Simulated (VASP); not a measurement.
Set up this calculation in VASP 6.6.1, as the native input.

```
Task                   : single point
Functional             : PBEsol
Potentials or basis    : VASP PAW PBE potentials, release 64 (Te)
Cutoff                 : 520 eV
k mesh                 : 6 × 6 × 2
Occupations            : gaussian, width 0.1 eV
Spin                   : no spin polarisation
Dipole correction      : no
Further INCAR settings : ALGO = Normal; EDIFF = 1e-06; NBANDS = 20
```

The structure of Te lies in POSCAR:

```
Te
1.0
    3.9360508035      0.0000000000      0.0000000000
   -1.9680254018      3.4087199864      0.0000000000
    0.0000000000      0.0000000000     10.7201383673
Te
4
Direct
    0.0000000000      0.0000000000      0.2500000000
    0.0000000000      0.0000000000      0.7500000000
    0.3333333333      0.6666666667      0.7500000000
    0.6666666667      0.3333333333      0.2500000000
```

This isn't the form of Te at room conditions, which is trigonal, of chains.

One way to write it, as run:

INCAR

```
SYSTEM = Te
PREC     = Accurate       ! precision mode
ENCUT    = 520            ! plane-wave cutoff, eV
EDIFF    = 1E-6           ! SCF threshold, eV
ISMEAR   = 0              ! smearing method
SIGMA    = 0.1            ! smearing width, eV
LREAL    = .False.        ! projectors in reciprocal space
LASPH    = .True.         ! aspherical terms in the spheres
NELM     = 80             ! most SCF steps
ALGO     = Normal         ! electronic algorithm
ISIF     = 2              ! what is computed and relaxed
LWAVE    = .False.        ! write WAVECAR
LCHARG   = .True.         ! write CHGCAR
GGA      = PS             ! functional
LELF     = .True.         ! ELF
LVHAR    = .True.       
NBANDS   = 20             ! bands
```

KPOINTS

```
Automatic mesh
0
Gamma
  6 6 2
  0 0 0
```

Potentials or basis: VASP PAW PBE potentials, release 64 (Te).

Launch:

```console
$ cat potpaw_PBE.64/Te/POTCAR > POTCAR
$ mpirun -np 1 vasp_std > vasp.out
```

Results of the run:

| Item | Value |
| --- | --- |
| Pressure | 65.4 GPa |
| Band gap on the k mesh | zero (bands 12 and 13 overlap by 2.19 eV) |

Caveat: the stress differs along the axes, from -0 to 98 GPa; the PAW data sets were made with another functional, which shifts forces and pressure a little; spin-orbit coupling is left out, which moves the levels of the heavy elements; this functional lacks dispersion, which binds layers or chains, so the pressure and a relaxed spacing across them are unreliable.

Wall time 63 s on 1 thread of Intel Xeon 8259CL, on a shared host, peak memory 0.24 GiB.
